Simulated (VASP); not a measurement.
Input of a VASP 6.6.1 run:

File INCAR:

```
PREC     = Accurate       # precision mode
ENCUT    = 520            # plane-wave cutoff, eV
EDIFF    = 1E-6           # SCF threshold, eV
ISMEAR   = 0              # smearing method
SIGMA    = 0.15           # smearing width, eV
LREAL    = False          # projectors in reciprocal space
LASPH    = True           # aspherical terms in the spheres
NELM     = 80             # most SCF steps
ALGO     = Normal         # electronic algorithm
ISIF     = 2              # what is computed and relaxed
LWAVE    = False          # write WAVECAR
LCHARG   = True           # write CHGCAR
GGA      = PS             # functional
IVDW     = 12             # dispersion correction
LELF     = True           # ELF
LVHAR    = True         
NBANDS   = 18             # bands
```

File KPOINTS:

```
Automatic mesh
0
Gamma
  12 12 10
```

File POSCAR:

```
PtSe2
1.0
    3.8915806318      0.0000000000      0.0000000000
   -1.9457903159      3.3702076880      0.0000000000
    0.0000000000      0.0000000000      5.0620000000
Pt Se
1 2
Direct
    0.0000000000      0.0000000000      0.0000000000
    0.3333333333      0.6666666667      0.2500000000
    0.6666666667      0.3333333333      0.7500000000
```

Potentials or basis: VASP PAW PBE potentials, release 64 (Pt, Se).

Command:

```console
$ cat potpaw_PBE.64/Pt/POTCAR potpaw_PBE.64/Se/POTCAR > POTCAR
$ mpirun -np 1 vasp_std > vasp.out
```

Task: Estimate the largest force.

Result: 0.518 eV/Å.

Task: What does it give for the dispersion energy per atom?

Result: -0.390 eV.

Task: What does it give for the pressure?

Result: -11.6 GPa.

Task: What does it give for the band gap on the k mesh?

Result: Zero (bands 11 and 12 overlap by 0.56 eV).

Stress tensor (GPa, compression positive):
```
-13.04   0.00   0.00
  0.00 -13.04   0.00
  0.00   0.00  -8.57
```

Caveat: the cell differs from its parent crystal (strain +0.0450 x Voigt [1, 1, 0, 0, 0, 0]); the cell stands under tension; the PAW data sets were made with another functional, which shifts forces and pressure a little; spin-orbit coupling is left out, which moves the levels of the heavy elements.
